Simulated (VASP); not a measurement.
Crystal: SrCl2.

```xyz
3
Lattice="4.4072 0.0000 0.0000 -2.2036 3.8168 0.0000 0.0000 0.0000 5.5961" Properties=species:S:1:pos:R:3 pbc="T T T"
Sr    0.0000    0.0000    0.0000
Cl    0.0000    2.5445    1.3917
Cl    2.2036    1.2723    4.2044
```

Program: VASP 6.6.1. Alike in all runs: task single point; no spin polarisation; cell as given; cutoff (eV) 520; smearing gaussian 0.01 eV.

Task: Order these runs on this cell by their band gap on the k mesh, lowest first.
A. level PBE; potentials or basis VASP PAW PBE potentials, release 64 (Sr_sv, Cl); k mesh 6 × 6 × 4
B. level LDA; potentials or basis VASP PAW LDA potentials, release 64 (Sr_sv, Cl); k mesh 6 × 6 × 2
C. level r2SCAN; potentials or basis VASP PAW PBE potentials, release 64 (Sr_sv, Cl); k mesh 6 × 6 × 2

Result: B (4.71 eV), A (5.16 eV), C (5.79 eV).

Caveats: some runs use coarse meshes.

A k mesh can miss the band edges.
